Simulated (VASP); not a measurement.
Here is a VASP 6.6.1 calculation.

File INCAR:

```
  PREC = Accurate
  ENCUT = 520
  EDIFF = 1E-6
  ISMEAR = 0
  SIGMA = 0.15
  LREAL = F
  LASPH = T
  NELM = 100
  ALGO = Normal
  ISIF = 2
  LWAVE = F
  LCHARG = T
  GGA = PE
  LELF = T
  LVHAR = T
  NBANDS = 20
```

The input KPOINTS:

```
Automatic mesh
0
Gamma
  18 18 18
```

POSCAR

```
SnO2
1.0
    0.0000000000      2.5716524213      2.5716524213
    2.5716524213      0.0000000000      2.5716524213
    2.5716524213      2.5716524213      0.0000000000
Sn O
1 2
Direct
    0.0000000000      0.0000000000      0.0000000000
    0.2500000000      0.2500000000      0.2500000000
    0.7500000000      0.7500000000      0.7500000000
```

Potentials or basis: VASP PAW PBE potentials, release 64 (Sn_d, O).

Command:

```console
$ cat potpaw_PBE.64/Sn_d/POTCAR potpaw_PBE.64/O/POTCAR > POTCAR
$ mpirun -np 1 vasp_std > vasp.out
```

(1) Estimate the band gap on the k mesh.

(2) Estimate the pressure.

## Answers

(1) zero (band 13 reaches 7.39 eV, above the bottom of band 14 at 7.23 eV).

(2) 0.6 GPa.

Caveat: spin-orbit coupling is left out, which moves the levels of the heavy elements.
